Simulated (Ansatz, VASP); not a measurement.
F in VASP and in Ansatz

The input INCAR:

```
SYSTEM = F
PREC = Accurate
ENCUT = 520
EDIFF = 1E-7
ISMEAR = 0
SIGMA = 0.05
LREAL = .FALSE.
LASPH = .TRUE.
NELM = 100
ALGO = Normal
ISIF = 2
LWAVE = .FALSE.
LCHARG = .FALSE.
GGA = PS
NBANDS = 22
```

Contents of KPOINTS:

```
Automatic mesh
0
G
  4 4 2
  0 0 0
```

The input POSCAR:

```
F
1.0
    3.0302010824     -1.7137969053     -0.2337152486
    3.0302010824      1.7137969053     -0.2337152486
   -2.2867897875      0.0000000000      6.8667296518
F
4
Direct
    0.0848459664      0.0848459664      0.0940038325
    0.9151540336      0.9151540336      0.9059961675
    0.5015719855      0.5015719855      0.5937195244
    0.4984280145      0.4984280145      0.4062804756
```

Input for Ansatz:

```yaml
crystal:
  lattice:
    - [3.0302010824, -1.7137969053, -0.2337152486]
    - [3.0302010824, 1.7137969053, -0.2337152486]
    - [-2.2867897875, 0.0, 6.8667296518]
  atoms:
    - { symbol: F, position: [0.0848459664, 0.0848459664, 0.0940038325] }
    - { symbol: F, position: [0.9151540336, 0.9151540336, 0.9059961675] }
    - { symbol: F, position: [0.5015719855, 0.5015719855, 0.5937195244] }
    - { symbol: F, position: [0.4984280145, 0.4984280145, 0.4062804756] }
basis:
  ecutwfc: 520.0
kpoints:
  mp_grid: { grid: [4, 4, 2] }
hamiltonian:
  xc: pbesol
scf:
  occupations: { method: gaussian, width: 0.05 }
output:
  forces: true
  stress: true
  eigenvalues: true
```

Change from the starting cell: volume 17.372 Å^3 an atom, stretch along a over the lengths across it, relative to the relaxed cell 1.0162.

Alike in both runs: task single point; functional PBEsol; k mesh 4 × 4 × 2; occupations gaussian, width 0.05 eV; no spin polarisation.

|  | VASP | Ansatz |
| --- | --- | --- |
| version | VASP 6.6.1 | Ansatz 0.2.0 |
| potentials or method | VASP PAW PBE potentials, release 64 (F), cutoff 520 eV | scalar-relativistic, plane waves, PAW |
| valence electrons in the cell | 28 | 28 |

Ansatz gave:

```
gap on the k mesh at the Fermi level (eV)                     : 3.69
least direct gap on the mesh (eV)                             : 3.80
pressure (GPa)                                                : 4.8
traceless stress, the component that is largest in VASP (GPa) : 7.33
rms of the force components (eV/Å)                            : 1.263
```

Task: What did VASP give for the same quantities?

Result: gap on the k mesh at the Fermi level (eV): 3.59; least direct gap on the mesh (eV): 3.71; pressure (GPa): 5.4; traceless stress, the component that is largest in VASP (GPa): 9.21; rms of the force components (eV/Å): 1.589.

VASP's potentials were made for PBE, not for PBEsol. Atom by atom the forces differ by 0.326 eV/Å (rms over components).

The k mesh is coarse, so the values compare programs but aren't converged.
